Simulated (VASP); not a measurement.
# Be (Pm-3m) in VASP: notebook

Runs on Be. Level: BLYP. Tasks: single point.

All numbers are computed with VASP 6.6.1; they aren't measurements. Logs are shortened: lines on timing, memory, paths and dates and some standing lists are left out, and cuts for length are marked.

### 1 The cell of the first run

Symmetry: Pm-3m, No. 221, cubic system. The conventional cell has a = 2.248 Å, b = 2.248 Å, c = 2.248 Å, α = 90.00°, β = 90.00°, γ = 90.00°. Be (site symmetry m-3m) has 6 Be at 2.25 Å within 3.0 Å.

### 2 Single point, BLYP (volume scaled by 1.08)

The input, INCAR:

```
SYSTEM = Be
PREC = Accurate
ENCUT = 520
EDIFF = 1E-6
ISMEAR = -1
SIGMA = 0.1
LREAL = .FALSE.
LASPH = .TRUE.
NELM = 60
ALGO = Normal
ISIF = 2
LWAVE = .FALSE.
LCHARG = .FALSE.
GGA = B5
ALDAX = 1.0
AGGAX = 1.0
AGGAC = 1.0
ALDAC = 0.0
NBANDS = 7
```

The input, KPOINTS:

```
regular mesh
0
G
  16 16 16
  0 0 0
```

The input, POSCAR:

```
Be
1.0
    2.2476201639      0.0000000000      0.0000000000
    0.0000000000      2.2476201639      0.0000000000
    0.0000000000      0.0000000000      2.2476201639
Be
1
Direct
    0.0000000000      0.0000000000      0.0000000000
```

Potentials or basis: VASP PAW PBE potentials, release 64 (Be).

On the command line:

```
$ cat potpaw_PBE.64/Be/POTCAR > POTCAR
$ mpirun -np 1 vasp_std > vasp.out
```

OUTCAR:

```text
SYSTEM = Be
   PREC = Accurate
   ENCUT = 520
   EDIFF = 1E-6
   ISMEAR = -1
   LREAL = .FALSE.
   LASPH = .TRUE.
   NELM = 60
   ISIF = 2
   GGA = B5

 ion  position               nearest neighbor table
   1  0.000  0.000  0.000-

  LATTYP: Found a simple cubic cell.
 ALAT       =     2.2476201639

  Lattice vectors:

 A1 = (   2.2476201639,   0.0000000000,   0.0000000000)
 A2 = (   0.0000000000,   2.2476201639,   0.0000000000)
 A3 = (   0.0000000000,   0.0000000000,   2.2476201639)

Analysis of symmetry for initial positions (statically):
=====================================================================
 Subroutine PRICEL returns:
 Original cell was already a primitive cell.

 Routine SETGRP: Setting up the symmetry group for a
 simple cubic supercell.

 Subroutine GETGRP returns: Found 48 space group operations
 (whereof 48 operations were pure point group operations)
 out of a pool of 48 trial point group operations.

The static configuration has the point symmetry O_h .

Analysis of symmetry for dynamics (positions and initial velocities):
=====================================================================
 Subroutine PRICEL returns:
 Original cell was already a primitive cell.

 Routine SETGRP: Setting up the symmetry group for a
 simple cubic supercell.

 Subroutine GETGRP returns: Found 48 space group operations
 (whereof 48 operations were pure point group operations)
 out of a pool of 48 trial point group operations.

The dynamic configuration has the point symmetry O_h .

 Subroutine INISYM returns: Found 48 space group operations
 (whereof 48 operations are pure point group operations),
 and found     1 'primitive' translations

----------------------------------------------------------------------------------------

                                     Primitive cell

  volume of cell :      11.3545

  direct lattice vectors                    reciprocal lattice vectors
     2.247620164  0.000000000  0.000000000     0.444915033  0.000000000  0.000000000
     0.000000000  2.247620164  0.000000000     0.000000000  0.444915033  0.000000000
     0.000000000  0.000000000  2.247620164     0.000000000  0.000000000  0.444915033

  length of vectors
     2.247620164  2.247620164  2.247620164     0.444915033  0.444915033  0.444915033

  position of ions in fractional coordinates (direct lattice)
     0.000000000  0.000000000  0.000000000

  ion indices of the primitive-cell ions
   primitive index   ion index
[... 73 lines left out ...]
   EDIFF  = 0.1E-05   stopping-criterion for ELM
   LREAL  =      F    real-space projection
   EDIFFG = 0.1E-04   stopping-criterion for IOM
   NSW    =      0    number of steps for IOM
   IBRION =     -1    ionic relax: 0-MD 1-quasi-New 2-CG
   NFREE  =      0    steps in history (QN), initial steepest desc. (CG)
   ISIF   =      2    stress and relaxation
   ISYM   =      2    0-nonsym 1-usesym 2-fastsym
   POTIM  = 0.5000    time-step for ionic-motion
   TEBEG  =    0.0;   TEEND  =   0.0 temperature during run
   PSTRESS=    0.0 pullay stress
   NELECT =       2.0000    total number of electrons
   NUPDOWN=      -1.0000    fix difference up-down
   EMIN   =  10.00;   EMAX   =-10.00  energy-range for DOS
   EFERMI =   0.00;   METHOD = LEGACY
   ISMEAR =    -1;   SIGMA  =   0.10  broadening in eV -4-tet -1-fermi 0-gaus
   EFERMI_NEDOS =   21; number of points for ismear=-14 and -15
   IALGO  =     38    algorithm
   IMIX   =      4    mixing-type and parameters
     AMIX     =   0.40;   BMIX     =  1.00
     AMIX_MAG =   1.60;   BMIX_MAG =  1.00
  volume/ion in A,a.u.               =      11.35        76.62
  Fermi-wavevector in a.u.,A,eV,Ry     =   0.917688  1.734180 11.458174  0.842152
  Thomas-Fermi vector in A             =   2.042686
   LORBIT       =      0    0 simple, 1 ext, 2 COOP (PROOUT), +10 PAW based schemes
   GGA     = B5    functional components
   LHFCALC =     F    Hartree Fock is set to
   AEXX    =    0.0000 exact exchange contribution
   IVDW    =     0    specifies the selected vdW correction
   LEPSILON=     F    determine dielectric tensor
   LRPA    =     F    only Hartree local field effects (RPA)
 non-spin polarized calculation
  energy-cutoff  :      520.00
  volume of cell :       11.35
 maximum number of plane-waves:       320
 NGX is ok and might be reduce to    18
   NGX =  9   NGY =  9   NGZ =  9

 number of electron       2.0000000 magnetization

 Free energy of the ion-electron system (eV)
  ---------------------------------------------------
  ext. energy  EPLUGINS =         0.00000000
  ---------------------------------------------------
  free energy    TOTEN  =        -2.14934431 eV

  energy without entropy =       -2.13639037  energy(sigma->0) =       -2.14286734

 E-fermi :   4.4011     XC(G=0):  -8.8697

 val. band max:        4.3505152034   @ k =   0.4375   0.3125   0.3125
 cond. band min:       4.4325741239   @ k =   0.4375   0.2500   0.0000
 fundamental gap:      0.0820589205
 Fermi energy:         4.4010816899

 k-point     1 :       0.0000    0.0000    0.0000
  band No.  band energies     occupation
      1      -4.5512      2.00000
      2      16.8376      0.00000
      3      16.8376      0.00000
      4      16.8376      0.00000
      5      22.6682      0.00000
      6      22.6682      0.00000
      7      30.6025      0.00000
[... 221 lines left out ...]
 k-point    24 :       0.5000    0.1250    0.0000
  band No.  band energies     occupation
      1       0.7950      2.00000
      2       2.8157      2.00000
      3      17.8459      0.00000
      4      20.3111      0.00000
      5      23.6224      0.00000
      6      30.6148      0.00000
      7      30.8214      0.00000

 [... further k-points ...]

------------------------ aborting loop because EDIFF is reached ----------------------------------------

  FORCE on cell =-STRESS in cart. coord.  units (eV):
  Direction    XX          YY          ZZ          XY          YZ          ZX
  --------------------------------------------------------------------------------------
  -------------------------------------------------------------------------------------
  Total       -0.3150618     -0.3150618     -0.3150618      0.0000000      0.0000000      0.0000000
  in kB      -44.4567391    -44.4567391    -44.4567391      0.0000000      0.0000000      0.0000000
  external PRESSURE =     -44.4567391 kB  Pullay stress =       0.0000000 kB

 VOLUME and BASIS-vectors are now :
 -----------------------------------------------------------------------------
  energy-cutoff  :      520.00
  volume of cell :       11.35
      direct lattice vectors                 reciprocal lattice vectors
     2.247620164  0.000000000  0.000000000     0.444915033  0.000000000  0.000000000
     0.000000000  2.247620164  0.000000000     0.000000000  0.444915033  0.000000000
     0.000000000  0.000000000  2.247620164     0.000000000  0.000000000  0.444915033

 POSITION                                       TOTAL-FORCE (eV/Angst)
 -----------------------------------------------------------------------------------
      0.00000      0.00000      0.00000         0.000000      0.000000      0.000000
 -----------------------------------------------------------------------------------
    total drift:                               -0.000000     -0.000000     -0.000000

  FREE ENERGIE OF THE ION-ELECTRON SYSTEM (eV)
  ---------------------------------------------------
  free  energy   TOTEN  =        -2.1493443056 eV

  energy  without entropy=       -2.1363903665  energy(sigma->0) =       -2.14286734
```

stdout:

```text
POSCAR found type information on POSCAR Be
 POSCAR found :  1 types and       1 ions
 scaLAPACK will be used
 -----------------------------------------------------------------------------
|                                                                             |
|                                                                             |
|     You enforced a specific xc type in the INCAR file but a different       |
|     I HOPE YOU KNOW WHAT YOU ARE DOING!                                     |
|                                                                             |
 -----------------------------------------------------------------------------

 LDA part: xc-table for (Slater(with rela. corr.)+VWN5), standard interpolation
 POSCAR, INCAR and KPOINTS ok, starting setup
 FFT: planning ... GRIDC
 FFT: planning ... GRID_SOFT
 FFT: planning ... GRID
 WAVECAR not read
 entering main loop
```

Wall time 18 s (1 thread of Intel Xeon 8259CL, shared host); peak memory 0.12 GiB.

Results:

```
Free energy            : -2.1493 eV
Pressure               : -4.4 GPa
Band gap on the k mesh : zero (band 1 reaches 9.25 eV, above the bottom of band 2 at 2.57 eV)
```

Caveat: the cell differs from its parent crystal (volume scaled by 1.08); the PAW data sets were made with another functional, which shifts forces and pressure a little.

### 3 Single point, BLYP (volume scaled by 1.12)

The input, INCAR:

```
  PREC = Accurate
  ENCUT = 520
  EDIFF = 1E-7
  ISMEAR = -1
  SIGMA = 0.1
  LREAL = False
  LASPH = True
  NELM = 100
  ALGO = Normal
  ISIF = 2
  LWAVE = False
  LCHARG = True
  GGA = B5
  ALDAX = 1.0
  AGGAX = 1.0
  AGGAC = 1.0
  ALDAC = 0.0
  LELF = True
  LVHAR = True
  NBANDS = 7
```

The input, KPOINTS:

```
regular mesh
0
Gamma
  16 16 16
```

The input, POSCAR:

```
Be
1.0
    2.2750328676      0.0000000000      0.0000000000
    0.0000000000      2.2750328676      0.0000000000
    0.0000000000      0.0000000000      2.2750328676
Be
1
Direct
    0.0000000000      0.0000000000      0.0000000000
```

Potentials or basis: VASP PAW PBE potentials, release 64 (Be).

On the command line:

```
$ cat potpaw_PBE.64/Be/POTCAR > POTCAR
$ mpirun -np 1 vasp_std > vasp.out
```

It took 20 s on 1 thread of Intel Xeon 8259CL, shared host; peak memory 0.12 GiB.

It converged, with:

| Property | Result |
| --- | --- |
| Free energy | -2.1353 eV |
| Pressure | -6.2 GPa |
| Band gap on the k mesh | zero (band 1 reaches 8.87 eV, above the bottom of band 2 at 2.29 eV) |

Levels at points of the mesh, in eV from the Fermi level:
```csv
k point,band 1,band 2,band 3,band 4,band 5
"(0.00, 0.00, 0.00)",-8.76,12.11,12.11,12.11,17.91
"(0.50, 0.00, 0.00)",-3.87,-1.86,15.17,15.17,22.91
"(0.50, 0.50, 0.00)",0.71,0.71,5.88,6.95,17.69
"(0.50, 0.50, 0.50)",4.72,4.72,4.72,12.73,12.73
```

Caveat: the cell differs from its parent crystal (volume scaled by 1.12); the PAW data sets were made with another functional, which shifts forces and pressure a little.

### 4 Single point, BLYP

This run uses another cell than the first one, of 10.51 Å³/atom, 0.926 times its volume.

The input, INCAR:

```
SYSTEM = Be
  PREC = Accurate
  ENCUT = 520
  EDIFF = 1E-7
  ISMEAR = -1
  SIGMA = 0.1
  LREAL = .FALSE.
  LASPH = .TRUE.
  NELM = 60
  ALGO = Normal
  ISIF = 2
  LWAVE = .FALSE.
  LCHARG = .FALSE.
  GGA = B5
  ALDAX = 1.0
  AGGAX = 1.0
  AGGAC = 1.0
  ALDAC = 0.0
  NBANDS = 7
```

The input, KPOINTS:

```
Automatic mesh
0
G
  23 23 23
  0 0 0
```

The input, POSCAR:

```
Be
1.0
    2.1906937427      0.0000000000      0.0000000000
    0.0000000000      2.1906937427      0.0000000000
    0.0000000000      0.0000000000      2.1906937427
Be
1
Direct
    0.0000000000      0.0000000000      0.0000000000
```

On the command line:

```
$ cat potpaw_PBE.64/Be/POTCAR > POTCAR
$ mpirun -np 1 vasp_std > vasp.out
```

It took 19 s on 1 thread of Intel Xeon 8259CL, shared host; peak memory 0.13 GiB.

The run converged. Its results:

```yaml
Free_energy: -2.1606 eV
Pressure: 0.1 GPa
Band_gap_on_the_k_mesh: zero (band 1 reaches 9.88 eV, above the bottom of band 2 at 3.31 eV)
```

Levels at points of the mesh, in eV from the Fermi level:
| k point | band 1 | band 2 | band 3 | band 4 |
| --- | --- | --- | --- | --- |
| (0.00, 0.00, 0.00) | -9.41 | 13.12 | 13.12 | 13.12 |

Caveat: the PAW data sets were made with another functional, which shifts forces and pressure a little.

### 5 Overview

```tsv
cell	k mesh	gap on the mesh (eV)	pressure (GPa)
a = 2.248 Å, 1 atom	16 × 16 × 16	none	-4.4
a = 2.275 Å, 1 atom	16 × 16 × 16	none	-6.2
a = 2.191 Å, 1 atom	23 × 23 × 23	none	0.1
```

Alike in all rows: task single point; level BLYP; potentials or basis VASP PAW PBE potentials, release 64 (Be); no spin polarisation; cutoff (eV) 520; smearing fermi-dirac 0.1 eV.

Caveats: the PAW data sets were made with another functional, which shifts forces and pressure a little.

Absolute energies hang on the potentials; compare differences alone.
